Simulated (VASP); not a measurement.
# Tc (Pm-3m) in VASP: single point with PBEsol

Aim: the single point of Tc with PBEsol.

Everything below comes from runs of VASP 6.6.1. Logs are shortened: lines on timing, memory, paths and dates and some standing lists are left out, and cuts for length are marked.

## Step 1: The cell of the first run

It takes space group Pm-3m (No. 221, cubic). Conventional cell: a = 2.505 Å, b = 2.505 Å, c = 2.505 Å, α = 90.00°, β = 90.00°, γ = 90.00°. Within 3.3 Å of Tc (site symmetry m-3m) lie 6 Tc at 2.51 Å.

This isn't the form of Tc at room conditions, which is hcp.

## Step 2: Single point, PBEsol

INCAR reads:

```
ALGO = Normal
EDIFF = 1E-7
ENCUT = 520
GGA = PS
ISIF = 2
ISMEAR = -1
LASPH = True
LCHARG = False
LREAL = False
LWAVE = False
NBANDS = 12
NELM = 100
PREC = Accurate
SIGMA = 0.13605693000000002
```

KPOINTS reads:

```
k-points
0
Gamma
  13 13 13
```

POSCAR reads:

```
Tc
1.0
    2.5053751017      0.0000000000      0.0000000000
    0.0000000000      2.5053751017      0.0000000000
    0.0000000000      0.0000000000      2.5053751017
Tc
1
Direct
    0.0000000000      0.0000000000      0.0000000000
```

Potentials or basis: VASP PAW PBE potentials, release 64 (Tc_pv).

Run with:

```sh
> cat potpaw_PBE.64/Tc_pv/POTCAR > POTCAR
> mpirun -np 1 vasp_std > vasp.out
```

OUTCAR:

```text
EDIFF = 1E-7
   ENCUT = 520
   GGA = PS
   ISIF = 2
   ISMEAR = -1
   LASPH = True
   LREAL = False
   NELM = 100
   PREC = Accurate

 ion  position               nearest neighbor table
   1  0.000  0.000  0.000-

  LATTYP: Found a simple cubic cell.
 ALAT       =     2.5053751017

  Lattice vectors:

 A1 = (   2.5053751017,   0.0000000000,   0.0000000000)
 A2 = (   0.0000000000,   2.5053751017,   0.0000000000)
 A3 = (   0.0000000000,   0.0000000000,   2.5053751017)

Analysis of symmetry for initial positions (statically):
=====================================================================
 Subroutine PRICEL returns:
 Original cell was already a primitive cell.

 Routine SETGRP: Setting up the symmetry group for a
 simple cubic supercell.

 Subroutine GETGRP returns: Found 48 space group operations
 (whereof 48 operations were pure point group operations)
 out of a pool of 48 trial point group operations.

The static configuration has the point symmetry O_h .

Analysis of symmetry for dynamics (positions and initial velocities):
=====================================================================
 Subroutine PRICEL returns:
 Original cell was already a primitive cell.

 Routine SETGRP: Setting up the symmetry group for a
 simple cubic supercell.

 Subroutine GETGRP returns: Found 48 space group operations
 (whereof 48 operations were pure point group operations)
 out of a pool of 48 trial point group operations.

The dynamic configuration has the point symmetry O_h .

 Subroutine INISYM returns: Found 48 space group operations
 (whereof 48 operations are pure point group operations),
 and found     1 'primitive' translations

----------------------------------------------------------------------------------------

                                     Primitive cell

  volume of cell :      15.7260

  direct lattice vectors                    reciprocal lattice vectors
     2.505375102  0.000000000  0.000000000     0.399141829  0.000000000  0.000000000
     0.000000000  2.505375102  0.000000000     0.000000000  0.399141829  0.000000000
     0.000000000  0.000000000  2.505375102     0.000000000  0.000000000  0.399141829

  length of vectors
     2.505375102  2.505375102  2.505375102     0.399141829  0.399141829  0.399141829

  position of ions in fractional coordinates (direct lattice)
     0.000000000  0.000000000  0.000000000

  ion indices of the primitive-cell ions
   primitive index   ion index
                 1           1

[... 78 lines left out ...]
   ISYM   =      2    0-nonsym 1-usesym 2-fastsym
   POTIM  = 0.5000    time-step for ionic-motion
   TEBEG  =    0.0;   TEEND  =   0.0 temperature during run
   PSTRESS=    0.0 pullay stress
   NELECT =      13.0000    total number of electrons
   NUPDOWN=      -1.0000    fix difference up-down
   EMIN   =  10.00;   EMAX   =-10.00  energy-range for DOS
   EFERMI =   0.00;   METHOD = LEGACY
   ISMEAR =    -1;   SIGMA  =   0.14  broadening in eV -4-tet -1-fermi 0-gaus
   EFERMI_NEDOS =   21; number of points for ismear=-14 and -15
   IALGO  =     38    algorithm
   IMIX   =      4    mixing-type and parameters
     AMIX     =   0.40;   BMIX     =  1.00
     AMIX_MAG =   1.60;   BMIX_MAG =  1.00
  volume/ion in A,a.u.               =      15.73       106.12
  Fermi-wavevector in a.u.,A,eV,Ry     =   1.536443  2.903457 32.118700  2.360658
  Thomas-Fermi vector in A             =   2.643091
   LORBIT       =      0    0 simple, 1 ext, 2 COOP (PROOUT), +10 PAW based schemes
   GGA     = PS    functional components
   LHFCALC =     F    Hartree Fock is set to
   AEXX    =    0.0000 exact exchange contribution
   IVDW    =     0    specifies the selected vdW correction
   LEPSILON=     F    determine dielectric tensor
   LRPA    =     F    only Hartree local field effects (RPA)
 non-spin polarized calculation
  energy-cutoff  :      520.00
  volume of cell :       15.73
 maximum number of plane-waves:       449
 NGX is ok and might be reduce to    20
   NGX =  9   NGY =  9   NGZ =  9

 number of electron      13.0000001 magnetization

 Free energy of the ion-electron system (eV)
  ---------------------------------------------------
  ext. energy  EPLUGINS =         0.00000000
  ---------------------------------------------------
  free energy    TOTEN  =       -10.19360480 eV

  energy without entropy =      -10.11835553  energy(sigma->0) =      -10.15598017

 E-fermi :  11.4016     XC(G=0): -13.2514

 val. band max:       11.3980044999   @ k =   0.3846   0.3077   0.0769
 cond. band min:      11.4111164708   @ k =   0.3077   0.2308   0.0769
 fundamental gap:      0.0131119709
 Fermi energy:        11.4016201293

 k-point     1 :       0.0000    0.0000    0.0000
  band No.  band energies     occupation
      1     -26.9737      2.00000
      2     -26.9737      2.00000
      3     -26.9737      2.00000
      4       4.2293      2.00000
      5       6.2401      2.00000
      6       6.2401      2.00000
      7      14.2794      0.00000
      8      14.2794      0.00000
      9      14.2794      0.00000
     10      27.8374      0.00000
     11      27.8374      0.00000
     12      27.8374      0.00000
[... 331 lines left out ...]
 k-point    24 :       0.3846    0.3077    0.0000
  band No.  band energies     occupation
      1     -28.1399      2.00000
      2     -27.8315      2.00000
      3     -26.7681      2.00000
      4       6.5359      2.00000
      5       7.7091      2.00000
      6      11.7219      0.17352
      7      11.8335      0.08031
      8      12.4807      0.00072
      9      14.1206      0.00000
     10      20.9579      0.00000
     11      26.2972      0.00000
     12      29.4455      0.00000

 [... further k-points ...]

------------------------ aborting loop because EDIFF is reached ----------------------------------------

  FORCE on cell =-STRESS in cart. coord.  units (eV):
  Direction    XX          YY          ZZ          XY          YZ          ZX
  --------------------------------------------------------------------------------------
  -------------------------------------------------------------------------------------
  Total       -0.0638714     -0.0638714     -0.0638714     -0.0000000     -0.0000000      0.0000000
  in kB       -6.5072661     -6.5072661     -6.5072661     -0.0000000     -0.0000000      0.0000000
  external PRESSURE =      -6.5072661 kB  Pullay stress =       0.0000000 kB

 VOLUME and BASIS-vectors are now :
 -----------------------------------------------------------------------------
  energy-cutoff  :      520.00
  volume of cell :       15.73
      direct lattice vectors                 reciprocal lattice vectors
     2.505375102  0.000000000  0.000000000     0.399141829  0.000000000  0.000000000
     0.000000000  2.505375102  0.000000000     0.000000000  0.399141829  0.000000000
     0.000000000  0.000000000  2.505375102     0.000000000  0.000000000  0.399141829

 POSITION                                       TOTAL-FORCE (eV/Angst)
 -----------------------------------------------------------------------------------
      0.00000      0.00000      0.00000         0.000000      0.000000      0.000000
 -----------------------------------------------------------------------------------
    total drift:                               -0.000000      0.000000      0.000000

  FREE ENERGIE OF THE ION-ELECTRON SYSTEM (eV)
  ---------------------------------------------------
  free  energy   TOTEN  =       -10.1936048003 eV

  energy  without entropy=      -10.1183555339  energy(sigma->0) =      -10.15598017
```

OSZICAR:

```text
N       E                     dE             d eps       ncg     rms          rms(c)
DAV:   1     0.120914713507E+03    0.12091E+03   -0.78624E+03  2024   0.102E+03
DAV:   2    -0.890646465937E+01   -0.12982E+03   -0.12610E+03  2204   0.307E+02
DAV:   3    -0.107341014707E+02   -0.18276E+01   -0.18237E+01  2284   0.428E+01
DAV:   4    -0.107417652009E+02   -0.76637E-02   -0.76635E-02  2184   0.308E+00
DAV:   5    -0.107418255856E+02   -0.60385E-04   -0.60384E-04  2296   0.262E-01    0.163E+01
DAV:   6    -0.102487130517E+02    0.49311E+00   -0.75745E-01  2036   0.107E+01    0.572E+00
DAV:   7    -0.101978187924E+02    0.50894E-01   -0.10274E-01  2200   0.376E+00    0.115E+00
DAV:   8    -0.101937397669E+02    0.40790E-02   -0.55732E-03  2120   0.858E-01    0.611E-02
DAV:   9    -0.101936052005E+02    0.13457E-03   -0.13213E-04  2240   0.143E-01    0.163E-02
DAV:  10    -0.101936044985E+02    0.70200E-06   -0.23215E-06  2216   0.157E-02    0.292E-03
DAV:  11    -0.101936047990E+02   -0.30046E-06   -0.23440E-07  2248   0.622E-03    0.504E-04
DAV:  12    -0.101936048003E+02   -0.13540E-08   -0.48753E-09  1068   0.669E-04
   1 F= -.10193605E+02 E0= -.10155980E+02  d E =-.752493E-01
```

stdout:

```text
POSCAR found type information on POSCAR Tc
 POSCAR found :  1 types and       1 ions
 scaLAPACK will be used
 -----------------------------------------------------------------------------
|                                                                             |
|                                                                             |
|     You enforced a specific xc type in the INCAR file but a different       |
|     I HOPE YOU KNOW WHAT YOU ARE DOING!                                     |
|                                                                             |
 -----------------------------------------------------------------------------

 LDA part: xc-table for (Slater+PW92), standard interpolation
 POSCAR, INCAR and KPOINTS ok, starting setup
 FFT: planning ... GRIDC
 FFT: planning ... GRID_SOFT
 FFT: planning ... GRID
 WAVECAR not read
 entering main loop
```

Run time: 13 s. Hardware: 1 thread of Intel Xeon 8259CL, shared host; peak memory 0.13 GiB.

Results:

```
Free energy            : -10.1936 eV
Pressure               : -0.7 GPa
Band gap on the k mesh : zero (an odd number of electrons rules out a gap without spin polarisation)
```

Levels at points of the mesh, in eV from the Fermi level:
```csv
k point,band 4,band 5,band 6,band 7,band 8,band 9
"(0.00, 0.00, 0.00)",-7.17,-5.16,-5.16,2.88,2.88,2.88
```

Caveat: the PAW data sets were made with another functional, which shifts forces and pressure a little.
